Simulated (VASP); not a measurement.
# CdF2 (Fm-3m) in VASP: a series of runs

The runs below take CdF2 through dielectric tensor, vibrations by perturbation theory, elastic constants, with PBEsol, LDA, PBE.

Program: VASP 6.6.1. These are calculated values, not measurements. Logs are shortened: lines on timing, memory, paths and dates and some standing lists are left out, and cuts for length are marked.

### Step 1. The cell of the first run

The structure is cubic, space group Fm-3m (No. 225). The conventional cell has a = 5.388 Å, b = 5.388 Å, c = 5.388 Å, α = 90.00°, β = 90.00°, γ = 90.00°. Within 3.1 Å of Cd (site symmetry m-3m) lie 8 F at 2.33 Å. Within 3.1 Å of F (site symmetry -43m) lie 4 Cd at 2.33 Å and 6 F at 2.69 Å.

### Step 2. Dielectric tensor, PBEsol

INCAR

```
ALGO = Normal ; EDIFF = 1E-8
ENCUT = 520 ; GGA = PS
ISIF = 2 ; ISMEAR = 0
LASPH = T ; LCHARG = F
LEPSILON = T ; LREAL = F
LWAVE = F ; NELM = 80
PREC = Accurate ; SIGMA = 0.01
```

KPOINTS

```
k-points
0
Gamma
  9 9 9
```

POSCAR

```
CdF2
1.0
    0.0000000000      2.6940000000      2.6940000000
    2.6940000000      0.0000000000      2.6940000000
    2.6940000000      2.6940000000      0.0000000000
Cd F
1 2
Direct
    0.0000000000      0.0000000000      0.0000000000
    0.7500000000      0.7500000000      0.7500000000
    0.2500000000      0.2500000000      0.2500000000
```

Potentials or basis: VASP PAW PBE potentials, release 64 (Cd, F).

Launch:

```bash
$ cat potpaw_PBE.64/Cd/POTCAR potpaw_PBE.64/F/POTCAR > POTCAR
$ mpirun -np 1 vasp_std > vasp.out
```

OUTCAR:

```text
EDIFF = 1E-8
   ENCUT = 520
   GGA = PS
   ISIF = 2
   ISMEAR = 0
   LASPH = T
   LEPSILON = T
   LREAL = F
   NELM = 80
   PREC = Accurate

 ion  position               nearest neighbor table
   1  0.000  0.000  0.000-   2 2.33   2 2.33   2 2.33   2 2.33   3 2.33   3 2.33   3 2.33   3 2.33

   2  0.750  0.750  0.750-   1 2.33   1 2.33   1 2.33   1 2.33
   3  0.250  0.250  0.250-   1 2.33   1 2.33   1 2.33   1 2.33

  LATTYP: Found a face centered cubic cell.
 ALAT       =     5.3880000000

  Lattice vectors:

 A1 = (   0.0000000000,   2.6940000000,   2.6940000000)
 A2 = (   2.6940000000,   0.0000000000,   2.6940000000)
 A3 = (   2.6940000000,   2.6940000000,   0.0000000000)

Analysis of symmetry for initial positions (statically):
=====================================================================
 Subroutine PRICEL returns:
 Original cell was already a primitive cell.

 Routine SETGRP: Setting up the symmetry group for a
 face centered cubic supercell.

 Subroutine GETGRP returns: Found 48 space group operations
[... 9 lines left out ...]

 Routine SETGRP: Setting up the symmetry group for a
 face centered cubic supercell.

 Subroutine GETGRP returns: Found 48 space group operations
[... 11 lines left out ...]
                                     Primitive cell

  volume of cell :      39.1041

  direct lattice vectors                    reciprocal lattice vectors
     0.000000000  2.694000000  2.694000000    -0.185597624  0.185597624  0.185597624
     2.694000000  0.000000000  2.694000000     0.185597624 -0.185597624  0.185597624
     2.694000000  2.694000000  0.000000000     0.185597624  0.185597624 -0.185597624

  length of vectors
     3.809891337  3.809891337  3.809891337     0.321464515  0.321464515  0.321464515

  position of ions in fractional coordinates (direct lattice)
     0.000000000  0.000000000  0.000000000
     0.750000000  0.750000000  0.750000000
     0.250000000  0.250000000  0.250000000

  ion indices of the primitive-cell ions
   primitive index   ion index
                 1           1
                 2           2
                 3           3

----------------------------------------------------------------------------------------

 KPOINTS: k-points

Automatic generation of k-mesh.
 Grid dimensions read from file:
 generate k-points for:    9    9    9

 Generating k-lattice:

  Cartesian coordinates                     Fractional coordinates (reciprocal lattice)
    -0.020621958  0.020621958  0.020621958     0.111111111  0.000000000  0.000000000
     0.020621958 -0.020621958  0.020621958     0.000000000  0.111111111  0.000000000
     0.020621958  0.020621958 -0.020621958     0.000000000  0.000000000  0.111111111

  Length of vectors
     0.035718279  0.035718279  0.035718279

  Shift w.r.t. Gamma in fractional coordinates (k-lattice)
     0.000000000  0.000000000  0.000000000

 Subroutine IBZKPT returns following result:
 ===========================================

 Found     35 irreducible k-points:

 Following reciprocal coordinates:
            Coordinates               Weight
  0.000000  0.000000  0.000000      1.000000
  0.111111  0.000000  0.000000      8.000000
  0.222222  0.000000  0.000000      8.000000
  0.333333  0.000000  0.000000      8.000000
  0.444444  0.000000  0.000000      8.000000
  0.111111  0.111111  0.000000      6.000000
[... 16 lines left out ...]
 -0.333333  0.333333  0.000000     12.000000
  0.444444  0.444444  0.000000      6.000000
 [... further k-points ...]
   k-points           NKPTS =     35   k-points in BZ     NKDIM =     35   number of bands    NBANDS=     17
   number of dos      NEDOS =    301   number of ions     NIONS =      3
   total plane-waves  NPLWV =  21952
   dimension x,y,z NGX =    28 NGY =   28 NGZ =   28
   dimension x,y,z NGXF=    56 NGYF=   56 NGZF=   56
   ions per type =               1   2
   NGX,Y,Z   is equivalent  to a cutoff of  12.22, 12.22, 12.22 a.u.
   NGXF,Y,Z  is equivalent  to a cutoff of  24.44, 24.44, 24.44 a.u.
 SYSTEM =  unknown system
   PREC   = accura    normal or accurate (medium, high low for compatibility)
   ISTART =      0    job   : 0-new  1-cont  2-samecut
   ICHARG =      2    charge: 1-file 2-atom 10-const
   ISPIN  =      1    spin polarized calculation?
   LNONCOLLINEAR =      F non collinear calculations
   LSORBIT =      F    spin-orbit coupling
   LASPH  =      T    aspherical Exc in radial PAW
   ENCUT  =  520.0 eV  38.22 Ry    6.18 a.u.   7.08  7.08  7.08*2*pi/ulx,y,z
   NELM   =     80;   NELMIN=  2; NELMDL= -5     # of ELM steps
   EDIFF  = 0.1E-07   stopping-criterion for ELM
   LREAL  =      F    real-space projection
   EDIFFG = 0.1E-06   stopping-criterion for IOM
   NSW    =      0    number of steps for IOM
   IBRION =     -1    ionic relax: 0-MD 1-quasi-New 2-CG
   NFREE  =      0    steps in history (QN), initial steepest desc. (CG)
   ISIF   =      2    stress and relaxation
   ISYM   =      2    0-nonsym 1-usesym 2-fastsym
   POTIM  = 0.5000    time-step for ionic-motion
   TEBEG  =    0.0;   TEEND  =   0.0 temperature during run
   PSTRESS=    0.0 pullay stress
   NELECT =      26.0000    total number of electrons
   NUPDOWN=      -1.0000    fix difference up-down
   EMIN   =  10.00;   EMAX   =-10.00  energy-range for DOS
   EFERMI =   0.00;   METHOD = LEGACY
   ISMEAR =     0;   SIGMA  =   0.01  broadening in eV -4-tet -1-fermi 0-gaus
   EFERMI_NEDOS =   21; number of points for ismear=-14 and -15
   IALGO  =     38    algorithm
   IMIX   =      4    mixing-type and parameters
     AMIX     =   0.40;   BMIX     =  1.00
     AMIX_MAG =   1.60;   BMIX_MAG =  1.00
  volume/ion in A,a.u.               =      13.03        87.96
  Fermi-wavevector in a.u.,A,eV,Ry     =   1.428867  2.700166 27.778468  2.041660
  Thomas-Fermi vector in A             =   2.548882
   LORBIT       =      0    0 simple, 1 ext, 2 COOP (PROOUT), +10 PAW based schemes
   GGA     = PS    functional components
   LHFCALC =     F    Hartree Fock is set to
   AEXX    =    0.0000 exact exchange contribution
   IVDW    =     0    specifies the selected vdW correction
   LEPSILON=     T    determine dielectric tensor
   LRPA    =     F    only Hartree local field effects (RPA)
 non-spin polarized calculation
 Gauss-broadening in eV      SIGMA  =   0.01
  energy-cutoff  :      520.00
  volume of cell :       39.10
 maximum number of plane-waves:      1067
   NGX = 15   NGY = 15   NGZ = 15

--------------------------------------- Ionic step        1  -------------------------------------------

 number of electron      25.9999990 magnetization

 E-fermi :  -1.3564     XC(G=0): -10.7080

 val. band max:       -1.4723160569   @ k =  -0.3333   0.4444   0.2222
 cond. band min:       1.4597044646   @ k =   0.0000   0.0000   0.0000
 fundamental gap:      2.9320205215
 Fermi energy:        -1.3563803521

 k-point     1 :       0.0000    0.0000    0.0000
  band No.  band energies     occupation
      1     -22.1603      2.00000
      2     -21.0247      2.00000
      3      -7.0715      2.00000
      4      -7.0715      2.00000
      5      -7.0715      2.00000
      6      -5.8197      2.00000
[... 9 lines left out ...]
     16      11.0567      0.00000
     17      11.0567      0.00000

 k-point     2 :       0.1111    0.0000    0.0000
  band No.  band energies     occupation
      1     -22.1192      2.00000
      2     -21.0600      2.00000
      3      -7.0233      2.00000
      4      -7.0233      2.00000
      5      -6.9372      2.00000
      6      -5.8351      2.00000
[... 9 lines left out ...]
     16      11.2411      0.00000
     17      11.2411      0.00000

 k-point     3 :       0.2222    0.0000    0.0000
  band No.  band energies     occupation
      1     -22.0074      2.00000
      2     -21.1601      2.00000
      3      -6.9046      2.00000
      4      -6.9046      2.00000
      5      -6.5671      2.00000
      6      -5.8553      2.00000
[... 392 lines left out ...]
 k-point    23 :      -0.3333    0.3333    0.0000
  band No.  band energies     occupation
      1     -21.5616      2.00000
      2     -21.5410      2.00000
      3      -6.6116      2.00000
      4      -6.3057      2.00000
      5      -5.9540      2.00000
      6      -5.8276      2.00000
[... 9 lines left out ...]
     16       9.7781      0.00000
     17      12.9469      0.00000

 k-point    24 :       0.4444    0.4444    0.0000
  band No.  band energies     occupation
      1     -21.6934      2.00000
      2     -21.3963      2.00000
      3      -6.8328      2.00000
      4      -6.1449      2.00000
      5      -6.1449      2.00000
      6      -5.7034      2.00000
[... 9 lines left out ...]
     16      10.5748      0.00000
     17      12.6277      0.00000

 [... further k-points ...]

  FORCE on cell =-STRESS in cart. coord.  units (eV):
  Direction    XX          YY          ZZ          XY          YZ          ZX
  --------------------------------------------------------------------------------------
  -------------------------------------------------------------------------------------
  Total        0.1223783      0.1223783      0.1223783     -0.0000000      0.0000000      0.0000000
  in kB        5.0140917      5.0140917      5.0140917     -0.0000000      0.0000000      0.0000000
  external PRESSURE =       5.0140917 kB  Pullay stress =       0.0000000 kB

 VOLUME and BASIS-vectors are now :
 -----------------------------------------------------------------------------
  energy-cutoff  :      520.00
  volume of cell :       39.10
      direct lattice vectors                 reciprocal lattice vectors
     0.000000000  2.694000000  2.694000000    -0.185597624  0.185597624  0.185597624
     2.694000000  0.000000000  2.694000000     0.185597624 -0.185597624  0.185597624
     2.694000000  2.694000000  0.000000000     0.185597624  0.185597624 -0.185597624

 POSITION                                       TOTAL-FORCE (eV/Angst)
 -----------------------------------------------------------------------------------
      0.00000      0.00000      0.00000         0.000000     -0.000000     -0.000000
      4.04100      4.04100      4.04100        -0.000000     -0.000000     -0.000000
      1.34700      1.34700      1.34700         0.000000      0.000000      0.000000
 -----------------------------------------------------------------------------------
    total drift:                                0.000000      0.000000      0.000000

  FREE ENERGIE OF THE ION-ELECTRON SYSTEM (eV)
  ---------------------------------------------------
  free  energy   TOTEN  =       -11.5930079521 eV

  energy  without entropy=      -11.5930079521  energy(sigma->0) =      -11.59300795

 HEAD OF MICROSCOPIC STATIC DIELECTRIC TENSOR (INDEPENDENT PARTICLE, excluding Hartree and local field effects)
 ------------------------------------------------------
           2.934981    -0.000000     0.000000
          -0.000000     2.934981     0.000000
           0.000000    -0.000000     2.934981
 ------------------------------------------------------

 Free energy of the ion-electron system (eV)
  ---------------------------------------------------
  ---------------------------------------------------
  free energy    TOTEN  =        -0.21344405 eV

  energy without entropy =       -0.21344405

------------------------ aborting loop because EDIFF is reached ----------------------------------------

--------------------------------------- Ionic step        2  -------------------------------------------

------------------------ aborting loop because EDIFF is reached ----------------------------------------

--------------------------------------- Ionic step        3  -------------------------------------------

 Free energy of the ion-electron system (eV)
  ---------------------------------------------------
  ---------------------------------------------------
  free energy    TOTEN  =        -0.21344403 eV

  energy without entropy =       -0.21344403

------------------------ aborting loop because EDIFF is reached ----------------------------------------

 PIEZOELECTRIC TENSOR FIELD DIRECTION 3  (e Angst)
 -----------------------------------------------------------------------------
    -0.00004  0.00000  0.00000           ( -0.00001  0.00000  0.00000)
     0.00000 -0.00004  0.00000           (  0.00000 -0.00001  0.00000)
     0.00000 -0.00000 -0.00043           (  0.00000  0.00000 -0.00002)

 PIEZOELECTRIC TENSOR FIELD DIRECTION 3  (C/m^2)
 -----------------------------------------------------------------------------
    -0.00002  0.00000  0.00000
     0.00000 -0.00002  0.00000
     0.00000 -0.00000 -0.00018

 MACROSCOPIC STATIC DIELECTRIC TENSOR (including local field effects in DFT)
 ------------------------------------------------------
           2.865593    -0.000000     0.000000
           0.000000     2.865593     0.000000
           0.000000     0.000000     2.865593
 ------------------------------------------------------

 PIEZOELECTRIC TENSOR (including local field effects)  for field in x, y, z        (e  Angst)
          XX          YY          ZZ          XY          YZ          ZX
  --------------------------------------------------------------------------------
  x     0.00000     0.00000     0.00000     0.00000     0.00000     0.00000
  y     0.00000     0.00000     0.00000     0.00000     0.00000     0.00000
  z     0.00000     0.00000     0.00000     0.00000     0.00000     0.00000

 PIEZOELECTRIC TENSOR (including local field effects)  for field in x, y, z        (C/m^2)
          XX          YY          ZZ          XY          YZ          ZX
  --------------------------------------------------------------------------------
  x     0.00000     0.00000     0.00000     0.00000     0.00000     0.00000
  y     0.00000     0.00000     0.00000     0.00000     0.00000     0.00000
  z     0.00000     0.00000     0.00000     0.00000     0.00000     0.00000

 BORN EFFECTIVE CHARGES (including local field effects) (in |e|, cummulative output)
 ---------------------------------------------------------------------------------
 ion    1
    1     2.43926     0.00000     0.00000
    2     0.00000     2.43926     0.00000
    3     0.00000     0.00000     2.43926
 ion    2
    1    -1.21963     0.00000     0.00000
    2     0.00000    -1.21963     0.00000
    3     0.00000     0.00000    -1.21963
 ion    3
    1    -1.21963     0.00000     0.00000
    2     0.00000    -1.21963     0.00000
    3     0.00000     0.00000    -1.21963
```

Wall time 1.9 min (1 thread of Intel Xeon 6975P-C (Granite Rapids), shared host); peak memory 0.27 GiB.

Results:

```yaml
Band_gap_on_the_k_mesh: 2.93 eV, indirect (least direct gap 3.39 eV)
Electronic_dielectric_tensor_diagonal: 2.87
Born_charges_mean_of_the_diagonal: Cd +2.44; F -1.22 e
```

Levels at points of the mesh, in eV from the valence-band top:
| k point | band 9 | band 10 | band 11 | band 12 | band 13 | band 14 | band 15 | band 16 | band 17 |
| --- | --- | --- | --- | --- | --- | --- | --- | --- | --- |
| (0.00, 0.00, 0.00) | -0.96 | -0.96 | -0.46 | -0.46 | -0.46 | 2.93 | 12.53 | 12.53 | 12.53 |

Electronic dielectric tensor:
```
2.87 0.00 0.00
0.00 2.87 0.00
0.00 0.00 2.87
```

Born effective charge tensors (e):
atom 1, Cd
```
2.44 0.00 0.00
0.00 2.44 0.00
0.00 0.00 2.44
```
atom 2, F
```
-1.22  0.00  0.00
 0.00 -1.22  0.00
 0.00  0.00 -1.22
```
atom 3, F
```
-1.22  0.00  0.00
 0.00 -1.22  0.00
 0.00  0.00 -1.22
```

Caveat: the PAW data sets were made with another functional, which shifts forces and pressure a little. A k mesh can miss the band edges.

### Step 3. Vibrations by perturbation theory, LDA

INCAR

```
SYSTEM = CdF2
PREC = Accurate ; ENCUT = 600
EDIFF = 1E-8 ; ISMEAR = 0
SIGMA = 0.01 ; LREAL = .False.
LASPH = .True. ; NELM = 120
ALGO = Normal ; ISIF = 2
LWAVE = .False. ; LCHARG = .False.
NBANDS = 20 ; IBRION = 8
NSW = 1 ; LEPSILON = .True.
GGA_COMPAT = .False.
```

KPOINTS

```
regular mesh
0
Gamma
  7 7 7
  0 0 0
```

POSCAR is that of step 2.

Potentials or basis: VASP PAW LDA potentials, release 64 (Cd, F).

Launch:

```bash
$ cat potpaw_LDA.64/Cd/POTCAR potpaw_LDA.64/F/POTCAR > POTCAR
$ mpirun -np 1 vasp_std > vasp.out
```

OUTCAR:

```text
SYSTEM = CdF2
   PREC = Accurate
   ENCUT = 600
   EDIFF = 1E-8
   ISMEAR = 0
   LREAL = .False.
   LASPH = .True.
   NELM = 120
   ISIF = 2
   IBRION = 8
   NSW = 1
   LEPSILON = .True.

 ion  position               nearest neighbor table
   1  0.000  0.000  0.000-   2 2.33   2 2.33   2 2.33   2 2.33   3 2.33   3 2.33   3 2.33   3 2.33

   2  0.750  0.750  0.750-   1 2.33   1 2.33   1 2.33   1 2.33
   3  0.250  0.250  0.250-   1 2.33   1 2.33   1 2.33   1 2.33

  LATTYP: Found a face centered cubic cell.
[... 838 lines left out ...]
             X         Y         Z           dx          dy          dz
      0.000000  0.000000  0.000000     0.152421   -0.198938   -0.826723
      4.041000  4.041000  4.041000     0.062843   -0.082022   -0.340856
      1.347000  1.347000  1.347000     0.062843   -0.082022   -0.340856

--------------------------------------------------------------------------------------------------------

 MACROSCOPIC STATIC DIELECTRIC TENSOR IONIC CONTRIBUTION
 ------------------------------------------------------
           5.663635     0.000000     0.000000
           0.000000     5.663635    -0.000000
           0.000000    -0.000000     5.663635
 ------------------------------------------------------

 ELASTIC MODULI CONTR FROM IONIC RELAXATION (kBar)
 Direction    XX          YY          ZZ          XY          YZ          ZX
 --------------------------------------------------------------------------------
 XX          -0.0000     -0.0000     -0.0000      0.0000     -0.0000      0.0000
 YY          -0.0000     -0.0000     -0.0000      0.0000     -0.0000      0.0000
 ZZ          -0.0000     -0.0000     -0.0000     -0.0000     -0.0000      0.0000
 XY           0.0000      0.0000     -0.0000    -31.9158     -0.0000      0.0000
 YZ          -0.0000     -0.0000     -0.0000     -0.0000    -31.9158      0.0000
 ZX           0.0000      0.0000      0.0000      0.0000      0.0000    -31.9158
 --------------------------------------------------------------------------------

 PIEZOELECTRIC TENSOR IONIC CONTR  for field in x, y, z        (C/m^2)
          XX          YY          ZZ          XY          YZ          ZX
  --------------------------------------------------------------------------------
  x    -0.00000    -0.00000    -0.00000     0.00000    -0.00000     0.00000
  y    -0.00000    -0.00000    -0.00000    -0.00000    -0.00000     0.00000
  z     0.00000    -0.00000    -0.00000    -0.00000    -0.00000     0.00000
```

Wall time 2.6 min (1 thread of Intel Xeon 6975P-C (Granite Rapids), shared host); peak memory 0.31 GiB.

Results:

| Quantity | Value |
| --- | --- |
| Electronic dielectric tensor (diagonal) | 2.90 |
| Born charges (mean of the diagonal) | Cd +2.44; F -1.22 e |
| Highest phonon frequency at Γ, LO-TO splitting left out | 294 cm⁻¹ |

Phonon frequencies in cm⁻¹ (negative: imaginary):
```csv
q point,frequencies
"(0.000, 0.000, 0.000)",0 0 0 215 215 215 294 294 294
```

Electronic dielectric tensor:
```
2.90 0.00 0.00
0.00 2.90 0.00
0.00 0.00 2.90
```

Born effective charge tensors (e):
atom 1, Cd
```
2.44 0.00 0.00
0.00 2.44 0.00
0.00 0.00 2.44
```
atom 2, F
```
-1.22  0.00  0.00
 0.00 -1.22  0.00
 0.00  0.00 -1.22
```
atom 3, F
```
-1.22  0.00  0.00
 0.00 -1.22  0.00
 0.00  0.00 -1.22
```

Caveat: the cell wasn't relaxed at this level first, which shifts response properties.

[end of part 1 of 2]
